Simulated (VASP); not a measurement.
# AlNi (Pm-3m) in VASP: further runs

Runs on AlNi. Level: PBEsol. Tasks: single point.

Everything below comes from runs of VASP 6.6.1. Logs are shortened: lines on timing, memory, paths and dates and some standing lists are left out, and cuts for length are marked.

**1. The cell of the first run**

It takes space group Pm-3m (No. 221, cubic). Conventional cell: a = 2.881 Å, b = 2.881 Å, c = 2.881 Å, α = 90.00°, β = 90.00°, γ = 90.00°. Al (site symmetry m-3m) has 8 Ni at 2.50 Å and 6 Al at 2.88 Å within 3.3 Å. Within 3.3 Å of Ni (site symmetry m-3m) lie 8 Al at 2.50 Å and 6 Ni at 2.88 Å.

**2. Single point, PBEsol, collinear spin, ferromagnetic start**

Input file INCAR:

```
PREC = Accurate
ENCUT = 520
EDIFF = 1E-6
ISMEAR = -1
SIGMA = 0.15
LREAL = False
LASPH = True
NELM = 150
ALGO = Normal
ISIF = 2
LWAVE = False
LCHARG = False
ISPIN = 2
MAGMOM = 0 1.5
LORBIT = 11
LMAXMIX = 4
GGA = PS
NBANDS = 18
```

Input file KPOINTS:

```
regular mesh
0
Gamma
  3 3 3
```

Input file POSCAR:

```
AlNi
1.0
    2.8810000000      0.0000000000      0.0000000000
    0.0000000000      2.8810000000      0.0000000000
    0.0000000000      0.0000000000      2.8810000000
Al Ni
1 1
Direct
    0.0000000000      0.0000000000      0.0000000000
    0.5000000000      0.5000000000      0.5000000000
```

Potentials or basis: VASP PAW PBE potentials, release 64 (Al, Ni).

On the command line:

```bash
cat potpaw_PBE.64/Al/POTCAR potpaw_PBE.64/Ni/POTCAR > POTCAR
mpirun -np 1 vasp_std > vasp.out
```

OUTCAR:

```text
PREC = Accurate
   ENCUT = 520
   EDIFF = 1E-6
   ISMEAR = -1
   LREAL = False
   LASPH = True
   NELM = 150
   ISIF = 2
   ISPIN = 2
   LORBIT = 11
   GGA = PS

 ion  position               nearest neighbor table
   1  0.000  0.000  0.000-   2 2.50   2 2.50   2 2.50   2 2.50   2 2.50   2 2.50   2 2.50   2 2.50

   2  0.500  0.500  0.500-   1 2.50   1 2.50   1 2.50   1 2.50   1 2.50   1 2.50   1 2.50   1 2.50

  LATTYP: Found a simple cubic cell.
 ALAT       =     2.8810000000

  Lattice vectors:

 A1 = (   2.8810000000,   0.0000000000,   0.0000000000)
 A2 = (   0.0000000000,   2.8810000000,   0.0000000000)
 A3 = (   0.0000000000,   0.0000000000,   2.8810000000)

Analysis of symmetry for initial positions (statically):
=====================================================================
 Subroutine PRICEL returns:
 Original cell was already a primitive cell.

 Routine SETGRP: Setting up the symmetry group for a
 simple cubic supercell.

 Subroutine GETGRP returns: Found 48 space group operations
 (whereof 48 operations were pure point group operations)
 out of a pool of 48 trial point group operations.

The static configuration has the point symmetry O_h .

Analysis of symmetry for dynamics (positions and initial velocities):
=====================================================================
 Subroutine PRICEL returns:
 Original cell was already a primitive cell.

 Routine SETGRP: Setting up the symmetry group for a
 simple cubic supercell.

 Subroutine GETGRP returns: Found 48 space group operations
 (whereof 48 operations were pure point group operations)
 out of a pool of 48 trial point group operations.

The dynamic configuration has the point symmetry O_h .

Analysis of structural, dynamic, and magnetic symmetry:
=====================================================================
 Subroutine PRICEL returns:
 Original cell was already a primitive cell.

 Routine SETGRP: Setting up the symmetry group for a
 simple cubic supercell.

 Subroutine GETGRP returns: Found 48 space group operations
 (whereof 48 operations were pure point group operations)
 out of a pool of 48 trial point group operations.

The overall configuration has the point symmetry O_h .

 Subroutine INISYM returns: Found 48 space group operations
 (whereof 48 operations are pure point group operations),
 and found     1 'primitive' translations

----------------------------------------------------------------------------------------

                                     Primitive cell

  volume of cell :      23.9128

  direct lattice vectors                    reciprocal lattice vectors
     2.881000000  0.000000000  0.000000000     0.347101701  0.000000000  0.000000000
     0.000000000  2.881000000  0.000000000     0.000000000  0.347101701  0.000000000
     0.000000000  0.000000000  2.881000000     0.000000000  0.000000000  0.347101701

  length of vectors
     2.881000000  2.881000000  2.881000000     0.347101701  0.347101701  0.347101701

  position of ions in fractional coordinates (direct lattice)
     0.000000000  0.000000000  0.000000000
     0.500000000  0.500000000  0.500000000

  ion indices of the primitive-cell ions
   primitive index   ion index
                 1           1
                 2           2

----------------------------------------------------------------------------------------

 KPOINTS: regular mesh

Automatic generation of k-mesh.
 Grid dimensions read from file:
 generate k-points for:    3    3    3

 Generating k-lattice:

  Cartesian coordinates                     Fractional coordinates (reciprocal lattice)
     0.115700567  0.000000000  0.000000000     0.333333333  0.000000000  0.000000000
     0.000000000  0.115700567  0.000000000     0.000000000  0.333333333  0.000000000
     0.000000000  0.000000000  0.115700567     0.000000000  0.000000000  0.333333333

  Length of vectors
     0.115700567  0.115700567  0.115700567

  Shift w.r.t. Gamma in fractional coordinates (k-lattice)
     0.000000000  0.000000000  0.000000000

 Subroutine IBZKPT returns following result:
 ===========================================

 Found      4 irreducible k-points:

 Following reciprocal coordinates:
            Coordinates               Weight
  0.000000  0.000000  0.000000      1.000000
  0.333333  0.000000  0.000000      6.000000
  0.333333  0.333333  0.000000     12.000000
  0.333333  0.333333  0.333333      8.000000
   k-points           NKPTS =      4   k-points in BZ     NKDIM =      4   number of bands    NBANDS=     18
   number of dos      NEDOS =    301   number of ions     NIONS =      2
   total plane-waves  NPLWV =  13824
   dimension x,y,z NGX =    24 NGY =   24 NGZ =   24
   dimension x,y,z NGXF=    48 NGYF=   48 NGZF=   48
   ions per type =               1   1
   NGX,Y,Z   is equivalent  to a cutoff of  13.85, 13.85, 13.85 a.u.
   NGXF,Y,Z  is equivalent  to a cutoff of  27.70, 27.70, 27.70 a.u.
 SYSTEM =  unknown system
   PREC   = accura    normal or accurate (medium, high low for compatibility)
   ISTART =      0    job   : 0-new  1-cont  2-samecut
   ICHARG =      2    charge: 1-file 2-atom 10-const
   ISPIN  =      2    spin polarized calculation?
   LNONCOLLINEAR =      F non collinear calculations
   LSORBIT =      F    spin-orbit coupling
   LASPH  =      T    aspherical Exc in radial PAW
   ENCUT  =  520.0 eV  38.22 Ry    6.18 a.u.   5.36  5.36  5.36*2*pi/ulx,y,z
   NELM   =    150;   NELMIN=  2; NELMDL= -5     # of ELM steps
   EDIFF  = 0.1E-05   stopping-criterion for ELM
   LREAL  =      F    real-space projection
   EDIFFG = 0.1E-04   stopping-criterion for IOM
   NSW    =      0    number of steps for IOM
   IBRION =     -1    ionic relax: 0-MD 1-quasi-New 2-CG
   NFREE  =      0    steps in history (QN), initial steepest desc. (CG)
   ISIF   =      2    stress and relaxation
   ISYM   =      2    0-nonsym 1-usesym 2-fastsym
   POTIM  = 0.5000    time-step for ionic-motion
   TEBEG  =    0.0;   TEEND  =   0.0 temperature during run
   PSTRESS=    0.0 pullay stress
   NELECT =      13.0000    total number of electrons
   NUPDOWN=      -1.0000    fix difference up-down
   EMIN   =  10.00;   EMAX   =-10.00  energy-range for DOS
   EFERMI =   0.00;   METHOD = LEGACY
   ISMEAR =    -1;   SIGMA  =   0.15  broadening in eV -4-tet -1-fermi 0-gaus
   EFERMI_NEDOS =   21; number of points for ismear=-14 and -15
   IALGO  =     38    algorithm
   IMIX   =      4    mixing-type and parameters
     AMIX     =   0.40;   BMIX     =  1.00
     AMIX_MAG =   1.60;   BMIX_MAG =  1.00
  volume/ion in A,a.u.               =      11.96        80.69
  Fermi-wavevector in a.u.,A,eV,Ry     =   1.336122  2.524904 24.289410  1.785221
  Thomas-Fermi vector in A             =   2.464773
   LORBIT       =     11    0 simple, 1 ext, 2 COOP (PROOUT), +10 PAW based schemes
   GGA     = PS    functional components
   LHFCALC =     F    Hartree Fock is set to
   AEXX    =    0.0000 exact exchange contribution
   IVDW    =     0    specifies the selected vdW correction
   LEPSILON=     F    determine dielectric tensor
   LRPA    =     F    only Hartree local field effects (RPA)
 spin polarized calculation
  energy-cutoff  :      520.00
  volume of cell :       23.91
 maximum number of plane-waves:       650
 NGX is ok and might be reduce to    24
   NGX = 11   NGY = 11   NGZ = 11

 number of electron      13.0000015 magnetization      -0.0009107

 number of electron      13.0000015 magnetization       0.0003864

 Free energy of the ion-electron system (eV)
  ---------------------------------------------------
  ext. energy  EPLUGINS =         0.00000000
  ---------------------------------------------------
  free energy    TOTEN  =       -11.49347828 eV

  energy without entropy =      -11.38323617  energy(sigma->0) =      -11.43835723

 E-fermi :   9.8794     XC(G=0): -12.1718

 val. band max:        9.7487718965   @ k =   0.3333   0.3333   0.0000
 cond. band min:      11.8023450093   @ k =   0.3333   0.3333   0.3333
 fundamental gap:      2.0535731128
 Fermi energy:         9.8794323342

 spin component 1

 k-point     1 :       0.0000    0.0000    0.0000
  band No.  band energies     occupation
      1      -1.2294      1.00000
      2       6.5325      1.00000
      3       6.5325      1.00000
      4       8.1905      0.99999
      5       8.1905      0.99999
      6       8.1905      0.99999
[... 10 lines left out ...]
     17      33.2562      0.00000
     18      33.2562      0.00000

 k-point     2 :       0.3333    0.0000    0.0000
  band No.  band energies     occupation
      1       0.7640      1.00000
      2       5.4776      1.00000
      3       6.8717      1.00000
      4       7.6561      1.00000
      5       7.6561      1.00000
      6       8.2553      0.99998
[... 10 lines left out ...]
     17      30.9741      0.00000
     18      36.1269      0.00000

 k-point     3 :       0.3333    0.3333    0.0000
  band No.  band energies     occupation
      1       2.5610      1.00000
      2       5.9684      1.00000
      3       6.7803      1.00000
      4       7.4113      1.00000
      5       7.7408      1.00000
      6       7.7996      1.00000
[... 10 lines left out ...]
     17      32.1094      0.00000
     18      34.4314      0.00000

 k-point     4 :       0.3333    0.3333    0.3333
  band No.  band energies     occupation
      1       4.0246      1.00000
      2       6.2612      1.00000
      3       6.2612      1.00000
      4       7.8689      1.00000
      5       7.9343      1.00000
      6       7.9343      1.00000
[... 10 lines left out ...]
     17      36.9745      0.00000
     18      36.9745      0.00000
 Fermi energy:         9.8794323342

 spin component 2

 k-point     1 :       0.0000    0.0000    0.0000
  band No.  band energies     occupation
      1      -1.2293      1.00000
      2       6.5329      1.00000
      3       6.5329      1.00000
      4       8.1907      0.99999
      5       8.1907      0.99999
      6       8.1907      0.99999
[... 10 lines left out ...]
     17      33.2563      0.00000
     18      33.2563      0.00000

 k-point     2 :       0.3333    0.0000    0.0000
  band No.  band energies     occupation
      1       0.7641      1.00000
      2       5.4777      1.00000
      3       6.8720      1.00000
      4       7.6562      1.00000
      5       7.6562      1.00000
      6       8.2554      0.99998
[... 10 lines left out ...]
     17      30.9742      0.00000
     18      36.1270      0.00000

 k-point     3 :       0.3333    0.3333    0.0000
  band No.  band energies     occupation
      1       2.5611      1.00000
      2       5.9685      1.00000
      3       6.7805      1.00000
      4       7.4115      1.00000
      5       7.7409      1.00000
      6       7.7998      1.00000
[... 10 lines left out ...]
     17      32.1095      0.00000
     18      34.4315      0.00000

 k-point     4 :       0.3333    0.3333    0.3333
  band No.  band energies     occupation
      1       4.0247      1.00000
      2       6.2613      1.00000
      3       6.2613      1.00000
      4       7.8690      1.00000
      5       7.9346      1.00000
      6       7.9346      1.00000
[... 10 lines left out ...]
     17      36.9746      0.00000
     18      36.9746      0.00000

------------------------ aborting loop because EDIFF is reached ----------------------------------------

  FORCE on cell =-STRESS in cart. coord.  units (eV):
  Direction    XX          YY          ZZ          XY          YZ          ZX
  --------------------------------------------------------------------------------------
  -------------------------------------------------------------------------------------
  Total       -0.3883414     -0.3883414     -0.3883414      0.0000000     -0.0000000      0.0000000
  in kB      -26.0192365    -26.0192365    -26.0192365      0.0000000     -0.0000000      0.0000000
  external PRESSURE =     -26.0192365 kB  Pullay stress =       0.0000000 kB

 VOLUME and BASIS-vectors are now :
 -----------------------------------------------------------------------------
  energy-cutoff  :      520.00
  volume of cell :       23.91
      direct lattice vectors                 reciprocal lattice vectors
     2.881000000  0.000000000  0.000000000     0.347101701  0.000000000  0.000000000
     0.000000000  2.881000000  0.000000000     0.000000000  0.347101701  0.000000000
     0.000000000  0.000000000  2.881000000     0.000000000  0.000000000  0.347101701

 POSITION                                       TOTAL-FORCE (eV/Angst)
 -----------------------------------------------------------------------------------
      0.00000      0.00000      0.00000         0.000000      0.000000      0.000000
      1.44050      1.44050      1.44050         0.000000      0.000000      0.000000
 -----------------------------------------------------------------------------------
    total drift:                                0.000000      0.000000     -0.000000

  FREE ENERGIE OF THE ION-ELECTRON SYSTEM (eV)
  ---------------------------------------------------
  free  energy   TOTEN  =       -11.4934782793 eV

  energy  without entropy=      -11.3832361726  energy(sigma->0) =      -11.43835723

 total charge

# of ion       s       p       d       tot
------------------------------------------
    1        0.374   0.430   0.000   0.804
    2        0.478   0.527   8.451   9.455
--------------------------------------------------
tot          0.852   0.957   8.451  10.260

 magnetization (x)

# of ion       s       p       d       tot
------------------------------------------
    1        0.000   0.000   0.000   0.000
    2        0.000   0.000   0.000   0.000
--------------------------------------------------
tot          0.000   0.000   0.000   0.000
```

Run time: 5.6 s. Hardware: 1 thread of AMD EPYC 7R13 (Zen 3), shared host; peak memory 0.11 GiB.

What came out:

* Free energy: -11.4935 eV
* Pressure: -2.6 GPa
* Net moment: 0.00 μB per cell
* Valence electrons inside the program's atomic spheres: Al 0.80; Ni 9.46

Caveat: the k points lie up to 0.73 Å⁻¹ apart; the PAW data sets were made with another functional, which shifts forces and pressure a little.

**3. Single point, PBEsol, collinear spin, ferromagnetic start**

Input file INCAR:

```
ALGO = Normal
EDIFF = 1E-6
ENCUT = 520
GGA = PS
ISIF = 2
ISMEAR = -1
ISPIN = 2
LASPH = T
LCHARG = F
LMAXMIX = 4
LORBIT = 11
LREAL = F
LWAVE = F
MAGMOM = 0 1.5
NBANDS = 18
NELM = 150
PREC = Accurate
SIGMA = 0.15
```

Input file KPOINTS:

```
k-points
0
Gamma
  4 4 4
```

POSCAR is that of step 2.

Potentials or basis: VASP PAW PBE potentials, release 64 (Al, Ni).

On the command line:

```bash
cat potpaw_PBE.64/Al/POTCAR potpaw_PBE.64/Ni/POTCAR > POTCAR
mpirun -np 1 vasp_std > vasp.out
```

It took 8.9 s on 1 thread of AMD EPYC 7R13 (Zen 3), shared host; peak memory 0.12 GiB.

The run converged. Its results:

| Item | Value |
| --- | --- |
| Free energy | -11.6544 eV |
| Pressure | -4.1 GPa |
| Net moment | 0.00 μB per cell |
| Valence electrons inside the program's atomic spheres | Al 0.79; Ni 9.48 |

Levels at points of the mesh, in eV from the Fermi level:
Spin up:
| k point | band 4 | band 5 | band 6 | band 7 | band 8 | band 9 |
| --- | --- | --- | --- | --- | --- | --- |
| (0.00, 0.00, 0.00) | -1.41 | -1.41 | -1.41 | 5.59 | 5.59 | 5.59 |
| (0.50, 0.00, 0.00) | -2.12 | -2.12 | -1.32 | -0.52 | 8.39 | 10.09 |
| (0.50, 0.50, 0.00) | -2.78 | -1.95 | -1.95 | -0.89 | 1.57 | 2.61 |
| (0.50, 0.50, 0.50) | -0.86 | -0.86 | 2.08 | 2.08 | 2.08 | 3.81 |
Spin down:
```tsv
k point	band 3	band 4	band 5	band 6	band 7	band 8	band 9	band 10
(0.00, 0.00, 0.00)	-3.12	-1.41	-1.41	-1.41	5.59	5.59	5.59	8.24
(0.50, 0.00, 0.00)	-2.64	-2.12	-2.12	-1.32	-0.52	8.39	10.09	10.09
(0.50, 0.50, 0.00)	-2.78	-2.78	-1.95	-1.95	-0.89	1.57	2.61	12.37
(0.50, 0.50, 0.50)	-3.98	-0.86	-0.86	2.08	2.08	2.08	3.81	4.58
```

Caveat: the k points lie up to 0.55 Å⁻¹ apart; the PAW data sets were made with another functional, which shifts forces and pressure a little.

[end of part 1 of 2]
